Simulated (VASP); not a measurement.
Write the native input for VASP 6.6.1 that does the following.

```yaml
Task: single point
Functional: r2SCAN
Potentials_or_basis: VASP PAW PBE potentials, release 64 (P, Ga_d, Sb)
Cutoff: 520 eV
k_mesh: 6 × 4 × 4
Occupations: fermi-dirac, width 0.02 eV
Spin: no spin polarisation
Dipole_correction: no
Further_INCAR_settings: ALGO = Normal; EDIFF = 1e-06; NBANDS = 46
```

The system is Ga4Sb3P.

```
CELL_PARAMETERS angstrom
4.21878 0.00000 0.00000
0.00000 8.44250 0.00000
0.00000 0.00000 5.94310
ATOMIC_POSITIONS crystal
P 0.00000 0.00000 0.00099
Ga 0.50000 0.00000 0.78612
Ga 0.00000 0.77074 0.23691
Ga 0.50000 0.50000 0.73789
Ga 0.00000 0.22926 0.23691
Sb 0.50000 0.76103 0.50030
Sb 0.00000 0.50000 0.00056
Sb 0.50000 0.23897 0.50030
```

One way to write it, as run:

POSCAR

```
Ga4Sb3P
1.0
    4.2187792440      0.0000000000      0.0000000000
    0.0000000000      8.4425013881      0.0000000000
    0.0000000000      0.0000000000      5.9430998880
P Ga Sb
1 4 3
Direct
    0.0000000000      0.0000000000      0.0009949676
    0.5000000000      0.0000000000      0.7861233012
    0.0000000000      0.7707439661      0.2369145066
    0.5000000000      0.5000000000      0.7378858369
    0.0000000000      0.2292560339      0.2369145066
    0.5000000000      0.7610286719      0.5003011288
    0.0000000000      0.5000000000      0.0005646233
    0.5000000000      0.2389713281      0.5003011288
```

INCAR.step1

```
SYSTEM = Ga4Sb3P
PREC = Accurate
ENCUT = 520
ISMEAR = -1
SIGMA = 0.02
LREAL = .FALSE.
LASPH = .TRUE.
NELM = 80
NBANDS = 46
GGA = PE
ALGO = Normal
EDIFF = 1E-4
LWAVE = .TRUE.
LCHARG = .FALSE.
```

INCAR.step2

```
SYSTEM = Ga4Sb3P
PREC = Accurate
ENCUT = 520
EDIFF = 1E-6
ISMEAR = -1
SIGMA = 0.02
LREAL = .FALSE.
LASPH = .TRUE.
NELM = 80
ALGO = Normal
ISIF = 2
LWAVE = .FALSE.
LCHARG = .TRUE.
METAGGA = R2SCAN
LMIXTAU = .TRUE.
LELF = .TRUE.
LVHAR = .TRUE.
NBANDS = 46
ISTART = 1
```

KPOINTS

```
Automatic mesh
0
G
  6 4 4
  0 0 0
```

Potentials or basis: VASP PAW PBE potentials, release 64 (P, Ga_d, Sb).

Run with:

```console
$ cat potpaw_PBE.64/P/POTCAR potpaw_PBE.64/Ga_d/POTCAR potpaw_PBE.64/Sb/POTCAR > POTCAR
$ cp INCAR.step1 INCAR
$ mpirun -np 1 vasp_std > vasp.out
$ cp INCAR.step2 INCAR
$ mpirun -np 1 vasp_std > vasp.out
```

Results of the run:

```json
{
  "Pressure": "0.1 GPa",
  "Largest force": "0.016 eV/Å",
  "Band gap on the k mesh": "0.33 eV"
}
```

Caveat: semilocal functionals underestimate gaps, and a narrow one can read as zero; the PAW data sets were made with another functional, which shifts forces and pressure a little; spin-orbit coupling is left out, which moves the levels of the heavy elements.

Run time: 31 min on 1 thread of AMD EPYC 7R13, with other jobs on the host, peak memory 0.5 GiB.
